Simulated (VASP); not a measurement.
# Cs3LaF2 (P6/mmm) in VASP: further runs, part 2 of 2

VASP 6.6.1.

### Step 3. Relaxation of cell and atoms, PBE

This run uses another cell than the first one, of 37.28 Å³/atom.

INCAR reads:

```
SYSTEM = Cs3LaF2
PREC = Accurate
ENCUT = 600
EDIFF = 1E-7
ISMEAR = 0
SIGMA = 0.1
LREAL = .FALSE.
LASPH = .TRUE.
NELM = 60
ALGO = Fast
ISIF = 3
LWAVE = .FALSE.
LCHARG = .FALSE.
GGA = PE
IBRION = 2
NSW = 90
EDIFFG = -0.04
```

KPOINTS reads:

```
regular mesh
0
G
  3 3 6
  0 0 0
```

POSCAR reads:

```
Cs3LaF2
1.0
    8.3308539892      0.0000000000      0.0000000000
   -4.1654269946      7.2147311898      0.0000000000
    0.0000000000      0.0000000000      3.7217084238
Cs La F
3 1 2
Direct
    0.5000000000      0.0000000000      0.0000000000
    0.0000000000      0.5000000000      0.0000000000
    0.5000000000      0.5000000000      0.0000000000
    0.0000000000      0.0000000000      0.5000000000
    0.3333333333      0.6666666667      0.5000000000
    0.6666666667      0.3333333333      0.5000000000
```

Potentials or basis: VASP PAW PBE potentials, release 64 (Cs_sv, La, F).

Command:

```console
$ cat potpaw_PBE.64/Cs_sv/POTCAR potpaw_PBE.64/La/POTCAR potpaw_PBE.64/F/POTCAR > POTCAR
$ mpirun -np 1 vasp_std > vasp.out
```

OUTCAR:

```text
SYSTEM = Cs3LaF2
   PREC = Accurate
   ENCUT = 600
   EDIFF = 1E-7
   ISMEAR = 0
   LREAL = .FALSE.
   LASPH = .TRUE.
   NELM = 60
   ISIF = 3
   GGA = PE
   IBRION = 2
   NSW = 90
   EDIFFG = -0.04

 ion  position               nearest neighbor table
   1  0.500  0.000  0.000-
   2  0.000  0.500  0.000-
   3  0.500  0.500  0.000-
   4  0.000  0.000  0.500-
   5  0.333  0.667  0.500-
   6  0.667  0.333  0.500-

  LATTYP: Found a hexagonal cell.
 ALAT       =     8.3308539892
 C/A-ratio  =     0.4467379249

  Lattice vectors:

 A1 = (   8.3308539892,   0.0000000000,   0.0000000000)
 A2 = (  -4.1654269946,   7.2147311898,   0.0000000000)
 A3 = (   0.0000000000,   0.0000000000,   3.7217084238)

Analysis of symmetry for initial positions (statically):
=====================================================================
 Subroutine PRICEL returns:
 Original cell was already a primitive cell.

 Routine SETGRP: Setting up the symmetry group for a
 hexagonal supercell.

 Subroutine GETGRP returns: Found 24 space group operations
 (whereof 24 operations were pure point group operations)
 out of a pool of 24 trial point group operations.

The static configuration has the point symmetry D_6h.

Analysis of symmetry for dynamics (positions and initial velocities):
=====================================================================
 Subroutine PRICEL returns:
 Original cell was already a primitive cell.

 Routine SETGRP: Setting up the symmetry group for a
 hexagonal supercell.

 Subroutine GETGRP returns: Found 24 space group operations
 (whereof 24 operations were pure point group operations)
 out of a pool of 24 trial point group operations.

The dynamic configuration has the point symmetry D_6h.

 Subroutine INISYM returns: Found 24 space group operations
 (whereof 24 operations are pure point group operations),
 and found     1 'primitive' translations

----------------------------------------------------------------------------------------

                                     Primitive cell

  volume of cell :     223.6928

  direct lattice vectors                    reciprocal lattice vectors
     8.330853989  0.000000000  0.000000000     0.120035713  0.069302651  0.000000000
    -4.165426995  7.214731190  0.000000000     0.000000000  0.138605303  0.000000000
     0.000000000  0.000000000  3.721708424     0.000000000  0.000000000  0.268693806

  length of vectors
     8.330853989  8.330853989  3.721708424     0.138605303  0.138605303  0.268693806

  position of ions in fractional coordinates (direct lattice)
     0.500000000  0.000000000  0.000000000
     0.000000000  0.500000000  0.000000000
     0.500000000  0.500000000  0.000000000
     0.000000000  0.000000000  0.500000000
     0.333333333  0.666666667  0.500000000
     0.666666667  0.333333333  0.500000000

  ion indices of the primitive-cell ions
   primitive index   ion index
                 1           1
                 2           2
                 3           3
                 4           4
[... 40 lines left out ...]
  0.000000  0.000000  0.500000      1.000000
  0.333333 -0.000000  0.500000      6.000000
  0.333333  0.333333  0.500000      2.000000
   k-points           NKPTS =     12   k-points in BZ     NKDIM =     12   number of bands    NBANDS=     31
   number of dos      NEDOS =    301   number of ions     NIONS =      6
   total plane-waves  NPLWV = 147000
   dimension x,y,z NGX =    70 NGY =   70 NGZ =   30
   dimension x,y,z NGXF=   140 NGYF=  140 NGZF=   60
   ions per type =               3   1   2
   NGX,Y,Z   is equivalent  to a cutoff of  13.97, 13.97, 13.40 a.u.
   NGXF,Y,Z  is equivalent  to a cutoff of  27.94, 27.94, 26.80 a.u.
 SYSTEM =  Cs3LaF2
   PREC   = accura    normal or accurate (medium, high low for compatibility)
   ISTART =      0    job   : 0-new  1-cont  2-samecut
   ICHARG =      2    charge: 1-file 2-atom 10-const
   ISPIN  =      1    spin polarized calculation?
   LNONCOLLINEAR =      F non collinear calculations
   LSORBIT =      F    spin-orbit coupling
   LASPH  =      T    aspherical Exc in radial PAW
   ENCUT  =  600.0 eV  44.10 Ry    6.64 a.u.  16.64 16.64  7.43*2*pi/ulx,y,z
   NELM   =     60;   NELMIN=  2; NELMDL= -5     # of ELM steps
   EDIFF  = 0.1E-06   stopping-criterion for ELM
   LREAL  =      F    real-space projection
   EDIFFG = -.4E-01   stopping-criterion for IOM
   NSW    =     90    number of steps for IOM
   IBRION =      2    ionic relax: 0-MD 1-quasi-New 2-CG
   NFREE  =      1    steps in history (QN), initial steepest desc. (CG)
   ISIF   =      3    stress and relaxation
   ISYM   =      2    0-nonsym 1-usesym 2-fastsym
   POTIM  = 0.5000    time-step for ionic-motion
   TEBEG  =    0.0;   TEEND  =   0.0 temperature during run
   PSTRESS=    0.0 pullay stress
   NELECT =      52.0000    total number of electrons
   NUPDOWN=      -1.0000    fix difference up-down
   EMIN   =  10.00;   EMAX   =-10.00  energy-range for DOS
   EFERMI =   0.00;   METHOD = LEGACY
   ISMEAR =     0;   SIGMA  =   0.10  broadening in eV -4-tet -1-fermi 0-gaus
   EFERMI_NEDOS =   21; number of points for ismear=-14 and -15
   IALGO  =     68    algorithm
   IMIX   =      4    mixing-type and parameters
     AMIX     =   0.40;   BMIX     =  1.00
     AMIX_MAG =   1.60;   BMIX_MAG =  1.00
  volume/ion in A,a.u.               =      37.28       251.59
  Fermi-wavevector in a.u.,A,eV,Ry     =   1.006604  1.902206 13.786122  1.013251
  Thomas-Fermi vector in A             =   2.139357
   LORBIT       =      0    0 simple, 1 ext, 2 COOP (PROOUT), +10 PAW based schemes
   GGA     = PE    functional components
   LHFCALC =     F    Hartree Fock is set to
   AEXX    =    0.0000 exact exchange contribution
   IVDW    =     0    specifies the selected vdW correction
   LEPSILON=     F    determine dielectric tensor
   LRPA    =     F    only Hartree local field effects (RPA)
 conjugate gradient relaxation of ions
 non-spin polarized calculation
 RMM-DIIS sequential band-by-band and
 Gauss-broadening in eV      SIGMA  =   0.10
  energy-cutoff  :      600.00
  volume of cell :      223.69
 maximum number of plane-waves:      7488
 NGX is ok and might be reduce to    70
   NGX = 33   NGY = 33   NGZ = 15

--------------------------------------- Ionic step        1  -------------------------------------------

 number of electron      51.9999996 magnetization

 Free energy of the ion-electron system (eV)
  ---------------------------------------------------
  ext. energy  EPLUGINS =         0.00000000
  ---------------------------------------------------
  free energy    TOTEN  =       -19.15500062 eV

  energy without entropy =      -19.10649665  energy(sigma->0) =      -19.13074863

------------------------ aborting loop EDIFF was not reached (unconverged)  ----------------------------

  FORCE on cell =-STRESS in cart. coord.  units (eV):
  Direction    XX          YY          ZZ          XY          YZ          ZX
  --------------------------------------------------------------------------------------
  -------------------------------------------------------------------------------------
  Total        0.8772222      0.8772222      0.4003772      0.0000000     -0.0000000      0.0000000
  in kB        6.2830163      6.2830163      2.8676617      0.0000000     -0.0000000      0.0000000
  external PRESSURE =       5.1445647 kB  Pullay stress =       0.0000000 kB
[... 27 lines left out ...]
--------------------------------------- Ionic step        2  -------------------------------------------

 number of electron      52.0000004 magnetization

------------------------ aborting loop EDIFF was not reached (unconverged)  ----------------------------

  FORCE on cell =-STRESS in cart. coord.  units (eV):
  Direction    XX          YY          ZZ          XY          YZ          ZX
  --------------------------------------------------------------------------------------
  -------------------------------------------------------------------------------------
  Total        0.4154842      0.4154842      0.0361522      0.0000000     -0.0000000      0.0000000
  in kB        2.9249092      2.9249092      0.2545030      0.0000000     -0.0000000      0.0000000
  external PRESSURE =       2.0347738 kB  Pullay stress =       0.0000000 kB
[... 147 lines left out ...]
--------------------------------------- Ionic step        6  -------------------------------------------

 number of electron      52.0000006 magnetization

 Free energy of the ion-electron system (eV)
  ---------------------------------------------------
  ext. energy  EPLUGINS =         0.00000000
  ---------------------------------------------------
  free energy    TOTEN  =       -19.17143430 eV

  energy without entropy =      -19.12363945  energy(sigma->0) =      -19.14753687

 E-fermi :   2.9210     XC(G=0):  -7.8591

 val. band max:        2.9075300465   @ k =   0.3333  -0.0000   0.0000
 cond. band min:       2.9821534488   @ k =   0.3333   0.3333   0.0000
 fundamental gap:      0.0746234022
 Fermi energy:         2.9209944204

 k-point     1 :       0.0000    0.0000    0.0000
  band No.  band energies     occupation
      1     -31.0022      2.00000
      2     -20.2349      2.00000
      3     -19.8540      2.00000
      4     -19.8540      2.00000
      5     -19.7353      2.00000
      6     -19.3829      2.00000
[... 430 lines left out ...]
  FREE ENERGIE OF THE ION-ELECTRON SYSTEM (eV)
  ---------------------------------------------------
  free  energy   TOTEN  =       -19.1714342977 eV

  energy  without entropy=      -19.1236394451  energy(sigma->0) =      -19.14753687

 reached required accuracy - stopping structural energy minimisation
```

Wall time 40 min (1 thread of Oxide Virtual Turin-like, shared host); peak memory 0.44 GiB.

What came out:

| Quantity | Value |
| --- | --- |
| Free energy | -19.1714 eV |
| Relaxed volume | 38.74 Å³/atom |
| Relaxed cell | a = 8.473 Å, b = 8.473 Å, c = 3.738 Å, α = 90.00°, β = 90.00°, γ = 120.00° |
| Space group after relaxing (to 0.1 Å) | P6/mmm (No. 191) |
| Energy gained by relaxing | 2.7 meV/atom |
| Ionic steps | 6 |
| Pressure after relaxing | 0.0 GPa |
| Band gap on the k mesh | zero (bands 26 and 27 overlap by 0.30 eV) |

Step by step:
| step | energy change (eV) | largest force (eV/Å) | pressure (GPa) | volume (Å³) |
| --- | --- | --- | --- | --- |
| 1 | 0.0000 | 0.0000 | 0.51 | 223.69 |
| 2 | -0.0109 | 0.0000 | 0.20 | 227.59 |
| 3 | -0.0132 | 0.0000 | 0.17 | 229.02 |
| 4 | -0.0155 | 0.0000 | 0.00 | 231.89 |
| 5 | -0.0156 | 0.0000 | -0.04 | 232.52 |
| 6 | -0.0164 | 0.0000 | -0.02 | 232.44 |

Final structure:
```yaml
crystal:
  lattice:
    - [8.47342, 0.00000, 0.00000]
    - [-4.23671, 7.33820, 0.00000]
    - [0.00000, 0.00000, 3.73816]
  atoms:
    - { symbol: Cs, position: [0.50000, 0.00000, 0.00000] }
    - { symbol: Cs, position: [0.00000, 0.50000, 0.00000] }
    - { symbol: Cs, position: [0.50000, 0.50000, 0.00000] }
    - { symbol: La, position: [0.00000, 0.00000, 0.50000] }
    - { symbol: F, position: [0.33333, 0.66667, 0.50000] }
    - { symbol: F, position: [0.66667, 0.33333, 0.50000] }
```

Caveat: spin-orbit coupling is left out, which moves the levels of the heavy elements.

### Step 4. Single point, PBE

This run uses another cell than the first one, of 38.49 Å³/atom.

INCAR reads:

```
SYSTEM = Cs3LaF2
PREC = Accurate
ENCUT = 520
EDIFF = 1E-6
ISMEAR = 0
SIGMA = 0.1
LREAL = .FALSE.
LASPH = .TRUE.
NELM = 60
ALGO = Fast
ISIF = 2
LWAVE = .FALSE.
LCHARG = .FALSE.
GGA = PE
NBANDS = 35
```

KPOINTS reads:

```
regular mesh
0
G
  6 6 10
  0 0 0
```

Changes to POSCAR since step 3:

```diff
@@ -2,5 +2,5 @@
 1.0
-    8.3308539892      0.0000000000      0.0000000000
-   -4.1654269946      7.2147311898      0.0000000000
-    0.0000000000      0.0000000000      3.7217084238
+    8.4656880813      0.0000000000      0.0000000000
+   -4.2328440406      7.3315009389      0.0000000000
+    0.0000000000      0.0000000000      3.7204778790
 Cs La F
```

Command:

```console
$ cat potpaw_PBE.64/Cs_sv/POTCAR potpaw_PBE.64/La/POTCAR potpaw_PBE.64/F/POTCAR > POTCAR
$ mpirun -np 1 vasp_std > vasp.out
```

Run time: 20 min. Hardware: 1 thread of Oxide Virtual Turin-like, shared host; peak memory 0.54 GiB.

Results (log left out):

```yaml
Free_energy: -19.1692 eV
Pressure: 0.0 GPa
Band_gap_on_the_k_mesh: zero (bands 26 and 27 overlap by 0.44 eV)
```

Levels at points of the mesh, in eV from the Fermi level:
| k point | band 24 | band 25 | band 26 | band 27 | band 28 | band 29 |
| --- | --- | --- | --- | --- | --- | --- |
| (0.00, 0.00, 0.00) | -3.97 | -2.06 | -0.23 | -0.12 | -0.12 | 0.67 |
| (0.50, 0.00, 0.00) | -4.02 | -1.53 | -0.10 | 0.06 | 0.44 | 0.65 |
| (0.00, 0.00, 0.50) | -3.89 | -0.18 | -0.18 | 0.67 | 0.68 | 0.69 |
| (0.50, 0.00, 0.50) | -4.07 | -0.64 | -0.34 | 0.00 | 0.69 | 0.70 |

Caveat: spin-orbit coupling is left out, which moves the levels of the heavy elements.

### Step 5. The runs side by side

```csv
task,cell,k mesh,cutoff (eV),gap on the mesh (eV),pressure (GPa)
single point,"a = 8.417, b = 8.417, c = 3.727 Å, angles 90.0, 90.0, 120.0°, 6 atoms",3 × 3 × 6,520,none,0.2
relaxation of cell and atoms,"relaxed from a = 8.331, b = 8.331, c = 3.722 Å, angles 90.0, 90.0, 120.0°, 6 atoms",3 × 3 × 6,600,none,0.0
single point,"a = 8.466, b = 8.466, c = 3.720 Å, angles 90.0, 90.0, 120.0°, 6 atoms",6 × 6 × 10,520,none,0.0
```

Alike in all rows: level PBE; potentials or basis VASP PAW PBE potentials, release 64 (Cs_sv, La, F); no spin polarisation; smearing gaussian 0.1 eV.

Caveats: spin-orbit coupling is left out, which moves the levels of the heavy elements.

Total energies depend on the potentials used, so only differences within one code and one set of settings carry meaning.

The gap in the log of VASP goes by the Fermi energy; the results here count the filled bands.